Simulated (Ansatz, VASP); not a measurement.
One calculation of CaO, two programs

```
Ca O
1.0
     3.00308    0.00000    0.00000
     0.00000    3.00308    0.00000
     0.00000    0.00000    3.00308
Ca O
1 1
Cartesian
  0.0000 0.0000 0.0000
  1.5015 1.5015 1.5015
```

Change from the starting cell: hydrostatic strain +3.4%.

Alike in both runs: task single point; functional HSE06; k mesh 6 × 6 × 6; no spin polarisation.

|  | VASP | Ansatz |
| --- | --- | --- |
| version | VASP 6.6.1 | Ansatz 0.2.0 |
| potentials or method | VASP PAW PBE potentials, release 64 (Ca_sv, O) | plane waves, PAW |
| plane-wave cutoff (eV) | 520 | 420 |
| occupations | gaussian, width 0.01 eV | fixed |
| valence electrons in the cell | 16 | 16 |

VASP gave:

* gap on the k mesh at the Fermi level (eV): 4.45
* pressure (GPa): -8.9

What did Ansatz give for the same quantities?

gap on the k mesh at the Fermi level (eV): 4.46; pressure (GPa): -9.4.

Ansatz's warnings: stress exchange threshold loose, stress scf threshold loose.
